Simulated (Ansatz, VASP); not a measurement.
## AlNi3: VASP beside Ansatz

```
Al Ni
1.0
     0.00000    2.79841    2.79841
     2.79841    0.00000    2.79841
     2.79841    2.79841    0.00000
Al Ni
1 3
Direct
  0.50000 0.50000 0.50000
  0.25000 0.25000 0.25000
  0.02144 0.02144 0.97856
  0.75000 0.75000 0.75000
```

Alike in both runs: task single point; functional PBEsol; k mesh 14 × 14 × 14; occupations gaussian, width 0.15 eV; no spin polarisation.

|  | VASP | Ansatz |
| --- | --- | --- |
| version | VASP 6.6.1 | Ansatz 0.2.0 |
| potentials or method | VASP PAW PBE potentials, release 64 (Al, Ni), cutoff 520 eV | scalar-relativistic, plane waves, PAW |
| valence electrons in the cell | 33 | 57 |

```csv
,VASP,Ansatz,Ansatz less VASP
gap on the k mesh at the Fermi level (eV),none,none,-
pressure (GPa),1.0,0.9,-0.06
"traceless stress, the component that is largest in VASP (GPa)",-0.26,-0.26,-0.006
rms of the force components (eV/Å),0.374,0.376,+0.0027
```

VASP's potentials were made for PBE, not for PBEsol. Atom by atom the forces differ by 0.003 eV/Å (rms over components). A gap of «none» marks a metal or a gap that the smearing closes. VASP's potentials hold 33 valence electrons a cell and Ansatz's 57, so a difference there can come from the potentials and not from the codes.
